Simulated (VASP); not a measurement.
Co: single point with LDA

Co:

```xyz
2
Lattice="2.3794 0.0000 0.0000 -1.1897 2.0606 0.0000 0.0000 0.0000 3.8363" Properties=species:S:1:pos:R:3 pbc="T T T"
Co    0.0000    1.3737    0.9591
Co    1.1897    0.6869    2.8772
```

- Program: VASP 6.6.1
- Task: single point
- Functional: LDA
- Potentials or basis: VASP PAW LDA potentials, release 64 (Co)
- Cutoff: 520 eV
- k mesh: 19 × 19 × 11
- Occupations: fermi-dirac, width 0.08 eV
- Spin: collinear spin, ferromagnetic start
- Starting moments: [1.7, 1.7] μB
- Dipole correction: no
- Further INCAR settings: ALGO = Normal; EDIFF = 1e-06; NBANDS = 20

```yaml
Pressure: 16.4 GPa
Net_moment: 2.64 μB per cell
Site_moments: Co +1.31 μB
Valence_electrons_inside_the_program's_atomic_spheres: Co 8.60
```

Stress tensor (GPa, compression positive):
```
16.58  0.00  0.00
 0.00 16.58  0.00
 0.00  0.00 16.14
```

Levels at points of the mesh, in eV from the Fermi level:
Spin up:
| k point | band 7 | band 8 | band 9 | band 10 | band 11 | band 12 | band 13 | band 14 |
| --- | --- | --- | --- | --- | --- | --- | --- | --- |
| (0.00, 0.00, 0.00) | -2.22 | -1.78 | -1.78 | -0.37 | -0.37 | -0.08 | 7.90 | 23.14 |
Spin down:
| k point | band 6 | band 7 | band 8 | band 9 | band 10 | band 11 |
| --- | --- | --- | --- | --- | --- | --- |
| (0.00, 0.00, 0.00) | -0.97 | -0.97 | -0.48 | -0.48 | 0.09 | 1.03 |

Run time: 3.1 min on 1 thread of Intel Xeon 8259CL (shared host), peak memory 0.23 GiB.

Caveat: the cell stands under pressure.
